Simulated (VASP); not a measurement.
Here is a VASP 6.6.1 calculation.

INCAR

```
  ALGO = Normal
  EDIFF = 1E-6
  ENCUT = 820
  GGA = PE
  GGA_COMPAT = F
  ISIF = 2
  ISMEAR = 0
  LASPH = T
  LCHARG = T
  LELF = T
  LREAL = F
  LVHAR = T
  LWAVE = F
  NBANDS = 26
  NELM = 120
  PREC = Accurate
  SIGMA = 0.1
```

Contents of KPOINTS:

```
k-points
0
Gamma
  20 20 14
```

Contents of POSCAR:

```
Cu
1.0
    1.8305619565      1.8305619565      0.0000000000
   -1.8305619565      1.8305619565      0.0000000000
    0.0000000000      0.0000000000      3.5572067544
Cu
2
Direct
    0.0000000000      0.0000000000      0.0000000000
    0.5000000000      0.5000000000      0.5000000000
```

Potentials or basis: VASP PAW PBE potentials, release 64 (Cu_sv_GW).

The run is started by

```sh
$ cat potpaw_PBE.64/Cu_sv_GW/POTCAR > POTCAR
$ mpirun -np 1 vasp_std > vasp.out
```

Problem. Predict the band gap on the k mesh.

Solution. Zero (bands 19 and 20 overlap by 8.04 eV).

Problem. What does it give for the pressure?

Solution. -1.3 GPa.

Stress tensor (GPa, compression positive):
```
-1.73  0.00  0.00
 0.00 -1.73  0.00
 0.00  0.00 -0.43
```

Caveat: the cell differs from its parent crystal (uniaxial strain along c: -2.0 %, then relaxed in part).
